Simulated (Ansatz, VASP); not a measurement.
## Two plane-wave programs on ZnS

POSCAR

```
ZnS
1.0
    2.6727052156      2.6727052156      0.0000000000
   -2.6727052156      2.6727052156      0.0000000000
    0.0000000000      2.6727052156      2.6727052156
Zn S
1 1
Direct
    0.7500000000      0.2500000000      0.5000000000
    0.0000000000      0.0000000000      0.0000000000
```

The input INCAR.step1:

```
ALGO = Normal
EDIFF = 1E-4
ENCUT = 520
GGA = PE
ISMEAR = 0
LASPH = T
LCHARG = F
LREAL = F
LWAVE = T
NBANDS = 16
NELM = 80
PREC = Accurate
SIGMA = 0.01
```

INCAR.step2

```
ALGO = Normal
EDIFF = 1E-6
ENCUT = 520
ISIF = 2
ISMEAR = 0
ISTART = 1
LASPH = T
LCHARG = T
LELF = T
LMIXTAU = T
LREAL = F
LVHAR = T
LWAVE = F
METAGGA = R2SCAN
NBANDS = 16
NELM = 80
PREC = Accurate
SIGMA = 0.01
```

The input KPOINTS:

```
k-points
0
Gamma
  8 8 8
```

Input for Ansatz:

```yaml
crystal:
  lattice:
    - [2.67270521555, 2.67270521555, 0.0]
    - [-2.67270521555, 2.67270521555, 0.0]
    - [0.0, 2.67270521555, 2.67270521555]
  atoms:
    - { symbol: Zn, position: [0.75, 0.25, 0.5] }
    - { symbol: S, position: [0.0, 0.0, 0.0] }
kpoints:
  mp_grid: { grid: [8, 8, 8] }
scf:
  occupations: { method: fixed }
  convergence: { dr2_threshold: 1.0e-10 }
hamiltonian:
  xc: r2scan
  pseudopotentials: { kind: paw }
output:
  forces: true
  stress: true
  eigenstates:
    kpoints:
      - [0.0, 0.0, 0.0]
      - [-0.5, -0.5, -0.5]
      - [-0.5, 0.5, 0.0]
      - [0.0, 0.0, -0.5]
      - [0.0, -0.5, -0.5]
      - [0.0, 0.5, 0.0]
      - [-0.5, 0.0, 0.0]
      - [-0.5, 0.0, -0.5]
  eigenvalues: true
```

Alike in both runs: task single point; functional r2SCAN; k mesh 8 × 8 × 8; no spin polarisation.

```csv
,VASP,Ansatz
version,VASP 6.6.1,Ansatz 0.2.0
potentials or method,"VASP PAW PBE potentials, release 64 (Zn, S)","PAW with Ansatz's default frozen-core files, scalar-relativistic"
plane-wave cutoff (eV),520,500
occupations,"gaussian, width 0.01 eV",fixed
valence electrons in the cell,18,18
```

Ansatz gave:

- gap on the k mesh at the Fermi level (eV): 2.82
- pressure (GPa): 2.0

**Question.** Which values does VASP return?

**Answer.** gap on the k mesh at the Fermi level (eV): 2.83; pressure (GPa): 2.0.

VASP's potentials were made for PBE, not for r2SCAN.
